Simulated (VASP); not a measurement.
## Ce: single point with PBE

Crystal: Ce.

```
Ce
1.0
     1.54700    3.00350    0.00000
     1.54700   -3.00350    0.00000
     0.00000    0.00000   -5.24600
Ce
2
Cartesian
  1.5470 -2.3975 -3.9345
  1.5470 2.3975 -1.3115
```

```
Program                : VASP 6.6.1
Task                   : single point
Functional             : PBE
Potentials or basis    : VASP PAW PBE potentials, release 64 (Ce)
Cutoff                 : 520 eV
k mesh                 : 8 × 8 × 5
Occupations            : methfessel-paxton, width 0.1412 eV
Spin                   : no spin polarisation
Dipole correction      : no
Further INCAR settings : ALGO = Normal; EDIFF = 1e-06; NBANDS = 19
```

| Property | Result |
| --- | --- |
| Pressure | 2.8 GPa |
| Largest force | 0.005 eV/Å |
| Band gap on the k mesh | zero (band 12 reaches 10.43 eV, above the bottom of band 13 at 9.76 eV) |

Forces in eV/Å, atoms in the order of the input:
```
Ce   0.000 -0.005  0.000
Ce   0.000  0.005  0.000
```

Stress tensor (GPa, compression positive):
```
2.59 0.00 0.00
0.00 3.66 0.00
0.00 0.00 2.21
```

Levels at points of the mesh, in eV from the Fermi level:
```tsv
k point	band 10	band 11	band 12	band 13	band 14	band 15
(0.00, 0.00, 0.00)	-1.89	-0.20	0.01	0.01	0.08	0.31
(0.50, 0.00, 0.00)	-2.02	-1.92	0.08	0.10	0.32	0.35
(0.50, 0.50, 0.00)	-0.59	-0.12	-0.07	0.17	0.70	0.82
```

Wall time 55 s on 1 thread of AMD EPYC 9R45 96-Core Processor (Zen 5), with other jobs on the host, peak memory 0.19 GiB.

Caveat: spin-orbit coupling is left out, which moves the levels of the heavy elements. Spin polarisation is off, so any magnetic state and its effect on volume and gap are missing.
